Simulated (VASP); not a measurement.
# Ca3O (I4/mmm) in VASP: notebook

Ca3O is run at these levels: PBE; tasks: single point, relaxation of cell and atoms.

Everything below comes from runs of VASP 6.6.1. Logs are shortened: lines on timing, memory, paths and dates and some standing lists are left out, and cuts for length are marked.

**1. The cell of the first run**

It takes space group I4/mmm (No. 139, tetragonal). The conventional cell has a = 4.336 Å, b = 4.336 Å, c = 11.687 Å, α = 90.00°, β = 90.00°, γ = 90.00°. Ca (site symmetry 4/mmm) has 4 O at 3.07 Å and 8 Ca at 3.64 Å within 4.0 Å. Ca (site symmetry -4m2) has 8 Ca at 3.07 to 3.64 Å and 4 O at 3.64 Å within 4.0 Å. O (site symmetry 4/mmm) has 12 Ca at 3.07 to 3.64 Å within 4.0 Å.

**2. Single point, PBE**

File INCAR:

```
SYSTEM = Ca3O
PREC     = Accurate       ! precision mode
ENCUT    = 520            ! plane-wave cutoff, eV
EDIFF    = 1E-6           ! SCF threshold, eV
ISMEAR   = 0              ! smearing method
SIGMA    = 0.1            ! smearing width, eV
LREAL    = .FALSE.        ! projectors in reciprocal space
LASPH    = .TRUE.         ! aspherical terms in the spheres
NELM     = 100            ! most SCF steps
ALGO     = Normal         ! electronic algorithm
ISIF     = 2              ! what is computed and relaxed
LWAVE    = .FALSE.        ! write WAVECAR
LCHARG   = .FALSE.        ! write CHGCAR
GGA      = PE             ! functional
NBANDS   = 26             ! bands
```

File KPOINTS:

```
Automatic mesh
0
G
  6 6 6
  0 0 0
```

File POSCAR:

```
Ca3O
1.0
   -2.1677909787      2.1677909787      5.8433249622
    2.1677909787     -2.1677909787      5.8433249622
    2.1677909787      2.1677909787     -5.8433249622
Ca O
3 1
Direct
    0.5000000000      0.5000000000      0.0000000000
    0.2500000000      0.7500000000      0.5000000000
    0.7500000000      0.2500000000      0.5000000000
    0.0000000000      0.0000000000      0.0000000000
```

Potentials or basis: VASP PAW PBE potentials, release 64 (Ca_sv, O).

On the command line:

```
cat potpaw_PBE.64/Ca_sv/POTCAR potpaw_PBE.64/O/POTCAR > POTCAR
mpirun -np 1 vasp_std > vasp.out
```

OUTCAR:

```text
SYSTEM = Ca3O
   PREC = Accurate
   ENCUT = 520
   EDIFF = 1E-6
   ISMEAR = 0
   LREAL = .FALSE.
   LASPH = .TRUE.
   NELM = 100
   ISIF = 2
   GGA = PE

 ion  position               nearest neighbor table
   1  0.500  0.500  0.000-
   2  0.250  0.750  0.500-   3 3.07   3 3.07   3 3.07   3 3.07
   3  0.750  0.250  0.500-   2 3.07   2 3.07   2 3.07   2 3.07
   4  0.000  0.000  0.000-

  LATTYP: Found a body centered tetragonal cell.
 ALAT       =     4.3355819574
 C/A-ratio  =     2.6955204720

  Lattice vectors:

 A1 = (  -2.1677909787,   2.1677909787,   5.8433249622)
 A2 = (   2.1677909787,  -2.1677909787,   5.8433249622)
 A3 = (   2.1677909787,   2.1677909787,  -5.8433249622)

Analysis of symmetry for initial positions (statically):
=====================================================================
 Subroutine PRICEL returns:
 Original cell was already a primitive cell.

 Routine SETGRP: Setting up the symmetry group for a
 body centered tetragonal supercell.

 Subroutine GETGRP returns: Found 16 space group operations
 (whereof 16 operations were pure point group operations)
 out of a pool of 16 trial point group operations.

The static configuration has the point symmetry D_4h.

Analysis of symmetry for dynamics (positions and initial velocities):
=====================================================================
 Subroutine PRICEL returns:
 Original cell was already a primitive cell.

 Routine SETGRP: Setting up the symmetry group for a
 body centered tetragonal supercell.

 Subroutine GETGRP returns: Found 16 space group operations
 (whereof 16 operations were pure point group operations)
 out of a pool of 16 trial point group operations.

The dynamic configuration has the point symmetry D_4h.

 Subroutine INISYM returns: Found 16 space group operations
 (whereof 16 operations are pure point group operations),
 and found     1 'primitive' translations

----------------------------------------------------------------------------------------

                                     Primitive cell

  volume of cell :     109.8386

  direct lattice vectors                    reciprocal lattice vectors
    -2.167790979  2.167790979  5.843324962     0.000000000  0.230649544  0.085567721
     2.167790979 -2.167790979  5.843324962     0.230649544  0.000000000  0.085567721
     2.167790979  2.167790979 -5.843324962     0.230649544  0.230649544  0.000000000

  length of vectors
     6.598718214  6.598718214  6.598718214     0.246010258  0.246010258  0.326187713

  position of ions in fractional coordinates (direct lattice)
     0.500000000  0.500000000  0.000000000
     0.250000000  0.750000000  0.500000000
     0.750000000  0.250000000  0.500000000
     0.000000000  0.000000000  0.000000000

  ion indices of the primitive-cell ions
   primitive index   ion index
                 1           1
                 2           2
                 3           3
                 4           4

----------------------------------------------------------------------------------------

 KPOINTS: Automatic mesh

Automatic generation of k-mesh.
 Grid dimensions read from file:
 generate k-points for:    6    6    6

 Generating k-lattice:

  Cartesian coordinates                     Fractional coordinates (reciprocal lattice)
     0.000000000  0.038441591  0.014261287     0.166666667  0.000000000 -0.000000000
     0.038441591  0.000000000  0.014261287     0.000000000  0.166666667 -0.000000000
     0.038441591  0.038441591  0.000000000     0.000000000  0.000000000  0.166666667

  Length of vectors
     0.041001710  0.041001710  0.054364619

  Shift w.r.t. Gamma in fractional coordinates (k-lattice)
     0.000000000  0.000000000  0.000000000

 Subroutine IBZKPT returns following result:
 ===========================================

 Found     30 irreducible k-points:

 Following reciprocal coordinates:
            Coordinates               Weight
  0.000000  0.000000  0.000000      1.000000
  0.166667 -0.000000  0.000000      8.000000
  0.333333  0.000000  0.000000      8.000000
  0.500000  0.000000  0.000000      4.000000
  0.166667  0.166667  0.000000      8.000000
  0.333333  0.166667 -0.000000     16.000000
[... 16 lines left out ...]
 -0.333333 -0.333333  0.166667      8.000000
 -0.166667 -0.333333  0.166667      8.000000
 [... further k-points ...]
   k-points           NKPTS =     30   k-points in BZ     NKDIM =     30   number of bands    NBANDS=     26
   number of dos      NEDOS =    301   number of ions     NIONS =      4
   total plane-waves  NPLWV = 125000
   dimension x,y,z NGX =    50 NGY =   50 NGZ =   50
   dimension x,y,z NGXF=   100 NGYF=  100 NGZF=  100
   ions per type =               3   1
   NGX,Y,Z   is equivalent  to a cutoff of  12.60, 12.60, 12.60 a.u.
   NGXF,Y,Z  is equivalent  to a cutoff of  25.19, 25.19, 25.19 a.u.
 SYSTEM =  Ca3O
   PREC   = accura    normal or accurate (medium, high low for compatibility)
   ISTART =      0    job   : 0-new  1-cont  2-samecut
   ICHARG =      2    charge: 1-file 2-atom 10-const
   ISPIN  =      1    spin polarized calculation?
   LNONCOLLINEAR =      F non collinear calculations
   LSORBIT =      F    spin-orbit coupling
   LASPH  =      T    aspherical Exc in radial PAW
   ENCUT  =  520.0 eV  38.22 Ry    6.18 a.u.  12.27 12.27 12.27*2*pi/ulx,y,z
   NELM   =    100;   NELMIN=  2; NELMDL= -5     # of ELM steps
   EDIFF  = 0.1E-05   stopping-criterion for ELM
   LREAL  =      F    real-space projection
   EDIFFG = 0.1E-04   stopping-criterion for IOM
   NSW    =      0    number of steps for IOM
   IBRION =     -1    ionic relax: 0-MD 1-quasi-New 2-CG
   NFREE  =      0    steps in history (QN), initial steepest desc. (CG)
   ISIF   =      2    stress and relaxation
   ISYM   =      2    0-nonsym 1-usesym 2-fastsym
   POTIM  = 0.5000    time-step for ionic-motion
   TEBEG  =    0.0;   TEEND  =   0.0 temperature during run
   PSTRESS=    0.0 pullay stress
   NELECT =      36.0000    total number of electrons
   NUPDOWN=      -1.0000    fix difference up-down
   EMIN   =  10.00;   EMAX   =-10.00  energy-range for DOS
   EFERMI =   0.00;   METHOD = LEGACY
   ISMEAR =     0;   SIGMA  =   0.10  broadening in eV -4-tet -1-fermi 0-gaus
   EFERMI_NEDOS =   21; number of points for ismear=-14 and -15
   IALGO  =     38    algorithm
   IMIX   =      4    mixing-type and parameters
     AMIX     =   0.40;   BMIX     =  1.00
     AMIX_MAG =   1.60;   BMIX_MAG =  1.00
  volume/ion in A,a.u.               =      27.46       185.31
  Fermi-wavevector in a.u.,A,eV,Ry     =   1.128732  2.132994 17.334302  1.274035
  Thomas-Fermi vector in A             =   2.265423
   LORBIT       =      0    0 simple, 1 ext, 2 COOP (PROOUT), +10 PAW based schemes
   GGA     = PE    functional components
   LHFCALC =     F    Hartree Fock is set to
   AEXX    =    0.0000 exact exchange contribution
   IVDW    =     0    specifies the selected vdW correction
   LEPSILON=     F    determine dielectric tensor
   LRPA    =     F    only Hartree local field effects (RPA)
 non-spin polarized calculation
 Gauss-broadening in eV      SIGMA  =   0.10
  energy-cutoff  :      520.00
  volume of cell :      109.84
 maximum number of plane-waves:      2982
 NGX is ok and might be reduce to    50
   NGX = 25   NGY = 25   NGZ = 25

 number of electron      36.0000003 magnetization

 Free energy of the ion-electron system (eV)
  ---------------------------------------------------
  ext. energy  EPLUGINS =         0.00000000
  ---------------------------------------------------
  free energy    TOTEN  =       -11.48029838 eV

  energy without entropy =      -11.47502083  energy(sigma->0) =      -11.47765961

 E-fermi :   2.7883     XC(G=0):  -8.4936

 val. band max:        2.7761990676   @ k =   0.1667   0.1667   0.1667
 cond. band min:       2.8981853141   @ k =  -0.1667  -0.1667   0.1667
 fundamental gap:      0.1219862464
 Fermi energy:         2.7882672008

 k-point     1 :       0.0000    0.0000    0.0000
  band No.  band energies     occupation
      1     -39.1016      2.00000
      2     -39.0390      2.00000
      3     -38.8716      2.00000
      4     -20.2768      2.00000
      5     -20.2768      2.00000
      6     -20.2279      2.00000
[... 18 lines left out ...]
     25       5.1726      0.00000
     26       5.1726      0.00000

 k-point     2 :       0.1667   -0.0000    0.0000
  band No.  band energies     occupation
      1     -39.0998      2.00000
      2     -39.0288      2.00000
      3     -38.8831      2.00000
      4     -20.2537      2.00000
      5     -20.2396      2.00000
      6     -20.2024      2.00000
[... 18 lines left out ...]
     25       4.9677      0.00000
     26       5.2933      0.00000

 k-point     3 :       0.3333    0.0000    0.0000
  band No.  band energies     occupation
      1     -39.0972      2.00000
      2     -38.9992      2.00000
      3     -38.9143      2.00000
      4     -20.1873      2.00000
      5     -20.1524      2.00000
      6     -20.1400      2.00000
[... 18 lines left out ...]
     25       5.2863      0.00000
     26       5.4096      0.00000

 k-point     4 :       0.5000    0.0000    0.0000
  band No.  band energies     occupation
      1     -39.0962      2.00000
      2     -38.9573      2.00000
      3     -38.9568      2.00000
      4     -20.1595      2.00000
      5     -20.1114      2.00000
      6     -20.0942      2.00000
[... 18 lines left out ...]
     25       5.3735      0.00000
     26       5.5507      0.00000
[... 496 lines left out ...]
      1     -39.0964      2.00000
      2     -39.0001      2.00000
      3     -38.9143      2.00000
      4     -20.1690      2.00000
      5     -20.1562      2.00000
      6     -20.1492      2.00000
[... 18 lines left out ...]
     25       5.4890      0.00000
     26       5.8070      0.00000

 k-point    23 :      -0.3333   -0.3333    0.1667
  band No.  band energies     occupation
      1     -39.0969      2.00000
      2     -39.0214      2.00000
      3     -38.8929      2.00000
      4     -20.3105      2.00000
      5     -20.1601      2.00000
      6     -20.1401      2.00000
[... 18 lines left out ...]
     25       5.5125      0.00000
     26       5.9324      0.00000

 k-point    24 :      -0.1667   -0.3333    0.1667
  band No.  band energies     occupation
      1     -39.0983      2.00000
      2     -39.0304      2.00000
      3     -38.8831      2.00000
      4     -20.2520      2.00000
      5     -20.2438      2.00000
      6     -20.1822      2.00000
[... 18 lines left out ...]
     25       5.4525      0.00000
     26       5.9160      0.00000

 [... further k-points ...]

------------------------ aborting loop because EDIFF is reached ----------------------------------------

  FORCE on cell =-STRESS in cart. coord.  units (eV):
  Direction    XX          YY          ZZ          XY          YZ          ZX
  --------------------------------------------------------------------------------------
  -------------------------------------------------------------------------------------
  Total       -0.1096328     -0.1096328      0.0991428      0.0000000     -0.0000000      0.0000000
  in kB       -1.5991756     -1.5991756      1.4461615      0.0000000     -0.0000000      0.0000000
  external PRESSURE =      -0.5840632 kB  Pullay stress =       0.0000000 kB

 VOLUME and BASIS-vectors are now :
 -----------------------------------------------------------------------------
  energy-cutoff  :      520.00
  volume of cell :      109.84
      direct lattice vectors                 reciprocal lattice vectors
    -2.167790979  2.167790979  5.843324962     0.000000000  0.230649544  0.085567721
     2.167790979 -2.167790979  5.843324962     0.230649544  0.000000000  0.085567721
     2.167790979  2.167790979 -5.843324962     0.230649544  0.230649544  0.000000000

 POSITION                                       TOTAL-FORCE (eV/Angst)
 -----------------------------------------------------------------------------------
      0.00000      0.00000      5.84332        -0.000000     -0.000000     -0.000000
      2.16779     -0.00000      2.92166        -0.000000     -0.000000      0.000000
     -0.00000      2.16779      2.92166         0.000000      0.000000     -0.000000
      0.00000      0.00000      0.00000        -0.000000     -0.000000     -0.000000
 -----------------------------------------------------------------------------------
    total drift:                               -0.000000      0.000000     -0.000000

  FREE ENERGIE OF THE ION-ELECTRON SYSTEM (eV)
  ---------------------------------------------------
  free  energy   TOTEN  =       -11.4802983850 eV

  energy  without entropy=      -11.4750208267  energy(sigma->0) =      -11.47765961
```

Wall time 97 s (1 thread of AMD EPYC 9R45 (Zen 5), shared host); peak memory 0.35 GiB.

Results:

| Item | Value |
| --- | --- |
| Free energy | -11.4803 eV |
| Pressure | -0.1 GPa |
| Band gap on the k mesh | zero (bands 18 and 19 overlap by 0.60 eV) |

Caveat: semilocal functionals underestimate gaps, and a narrow one can read as zero.

**3. Relaxation of cell and atoms, PBE**

This run uses another cell than the first one, of 23.15 Å³/atom.

File INCAR:

```
SYSTEM = Ca3O
  ALGO = Normal
  EDIFF = 1E-6
  EDIFFG = -0.04
  ENCUT = 600
  GGA = PE
  IBRION = 2
  ISIF = 3
  ISMEAR = 0
  LASPH = .True.
  LCHARG = .False.
  LREAL = .False.
  LWAVE = .False.
  NELM = 80
  NSW = 90
  PREC = Accurate
  SIGMA = 0.1
```

File KPOINTS:

```
k-points
0
Gamma
  6 6 6
  0 0 0
```

File POSCAR:

```
Ca3O
1.0
   -2.1800883744      2.1800883744      4.8698077973
    2.1800883744     -2.1800883744      4.8698077973
    2.1800883744      2.1800883744     -4.8698077973
Ca O
3 1
Direct
    0.5000000000      0.5000000000      0.0000000000
    0.2500000000      0.7500000000      0.5000000000
    0.7500000000      0.2500000000      0.5000000000
    0.0000000000      0.0000000000      0.0000000000
```

Potentials or basis: VASP PAW PBE potentials, release 64 (Ca_sv, O).

On the command line:

```
cat potpaw_PBE.64/Ca_sv/POTCAR potpaw_PBE.64/O/POTCAR > POTCAR
mpirun -np 1 vasp_std > vasp.out
```

Wall time 5 min (1 thread of AMD EPYC 9R45 (Zen 5), shared host); peak memory 0.34 GiB.

Results (log left out):

```
Free energy                           : -11.4699 eV
Relaxed volume                        : 27.50 Å³/atom
Relaxed cell                          : a = 6.604 Å, b = 6.604 Å, c = 6.604 Å, α = 141.66°, β = 141.66°, γ = 55.34°
Space group after relaxing (to 0.1 Å) : I4/mmm (No. 139)
Energy gained by relaxing             : 162.2 meV/atom
Ionic steps                           : 6
Pressure after relaxing               : -0.2 GPa
Band gap on the k mesh                : zero (bands 18 and 19 overlap by 0.60 eV)
```

Stress tensor (GPa, compression positive):
```
-0.21  0.00  0.00
 0.00 -0.21  0.00
 0.00  0.00 -0.12
```

The path:
| step | energy change (eV) | largest force (eV/Å) | pressure (GPa) | volume (Å³) |
| --- | --- | --- | --- | --- |
| 1 | 0.0000 | 0.0000 | 5.91 | 92.58 |
| 2 | -0.4644 | 0.0000 | 1.60 | 104.35 |
| 3 | -0.5731 | 0.0000 | -0.88 | 114.26 |
| 4 | -0.5733 | 0.0000 | -1.03 | 114.94 |
| 5 | -0.6245 | 0.0000 | -0.68 | 112.67 |
| 6 | -0.6490 | 0.0000 | -0.18 | 109.98 |

Final structure:
```
Ca O
1.0
    -2.16825    2.16825    5.84857
     2.16825   -2.16825    5.84857
     2.16825    2.16825   -5.84857
Ca O
3 1
Direct
  0.50000 0.50000 0.00000
  0.25000 0.75000 0.50000
  0.75000 0.25000 0.50000
  0.00000 0.00000 0.00000
```

Levels at points of the mesh, in eV from the Fermi level:
```
           k point  band 14  band 15  band 16  band 17  band 18  band 19  band 20  band 21  band 22
(0.00, 0.00, 0.00)    -3.47    -2.49    -2.07    -2.07    -0.73     0.15     0.78     1.67     1.81
(0.50, 0.00, 0.00)    -3.23    -2.60    -2.22    -0.96    -0.80     0.77     1.25     1.75     1.75
(0.50, 0.50, 0.00)    -2.71    -2.54    -2.30    -0.64    -0.24     0.34     0.49     1.03     1.67
(0.50, 0.50, 0.50)    -3.67    -2.02    -2.02    -1.38    -1.23    -0.36     0.99     0.99     1.09
```

Caveat: the volume moved by over 15 % at a fixed basis, so the end points are rough; semilocal functionals underestimate gaps, and a narrow one can read as zero.

The gap in the log of VASP goes by the Fermi energy; the results here count the filled bands.